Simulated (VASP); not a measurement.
Wanted: the native input for a VASP 6.6.1 run.

```yaml
Task: single point
Functional: PBE
Potentials_or_basis: VASP PAW PBE potentials, release 64 (Pt, W_sv, Se)
Cutoff: 520 eV
k_mesh: 4 × 4 × 4
Occupations: gaussian, width 0.1 eV
Spin: no spin polarisation
Dipole_correction: no
Further_INCAR_settings: ALGO = Normal; EDIFF = 1e-06; NBANDS = 33
```

The structure of PtWSe4 lies in POSCAR:

```
PtWSe4
1.0
   -2.9462542000      2.9462542000      4.0205962500
    2.9462542000     -2.9462542000      4.0205962500
    2.9462542000      2.9462542000     -4.0205962500
Pt W Se
1 1 4
Direct
    0.5000000000      0.5000000000      0.0000000000
    0.0000000000      0.0000000000      0.0000000000
    0.7045722600      0.7045722600      0.6626581000
    0.9580858300      0.2954277400      0.0000000000
    0.0419141700      0.0419141700      0.3373419000
    0.2954277400      0.9580858300      0.0000000000
```

The cell was generated, and may not be a known phase.

One way to write it, as run:

INCAR

```
PREC     = Accurate       # precision mode
ENCUT    = 520            # plane-wave cutoff, eV
EDIFF    = 1E-6           # SCF threshold, eV
ISMEAR   = 0              # smearing method
SIGMA    = 0.1            # smearing width, eV
LREAL    = False          # projectors in reciprocal space
LASPH    = True           # aspherical terms in the spheres
NELM     = 60             # most SCF steps
ALGO     = Normal         # electronic algorithm
ISIF     = 2              # what is computed and relaxed
LWAVE    = False          # write WAVECAR
LCHARG   = False          # write CHGCAR
GGA      = PE             # functional
NBANDS   = 33             # bands
```

KPOINTS

```
Automatic mesh
0
Gamma
  4 4 4
```

Potentials or basis: VASP PAW PBE potentials, release 64 (Pt, W_sv, Se).

Command:

```sh
$ cat potpaw_PBE.64/Pt/POTCAR potpaw_PBE.64/W_sv/POTCAR potpaw_PBE.64/Se/POTCAR > POTCAR
$ mpirun -np 1 vasp_std > vasp.out
```

Results of the run:

```yaml
Pressure: 110.2 GPa
Largest_force: 43.604 eV/Å
Band_gap_on_the_k_mesh: zero (bands 24 and 25 overlap by 0.39 eV)
```

Caveat: atoms lie so close that the PAW spheres overlap strongly, which falsifies energies and pressures; the stress differs along the axes, from 107 to 118 GPa; spin-orbit coupling is left out, which moves the levels of the heavy elements; forces of over 1 eV/Å act on the atoms, so gaps and moduli don't describe the material at rest.

Wall time 59 s on 1 thread of Intel(R) Xeon(R) 6975P-C (Granite Rapids), on a shared host, peak memory 0.34 GiB.
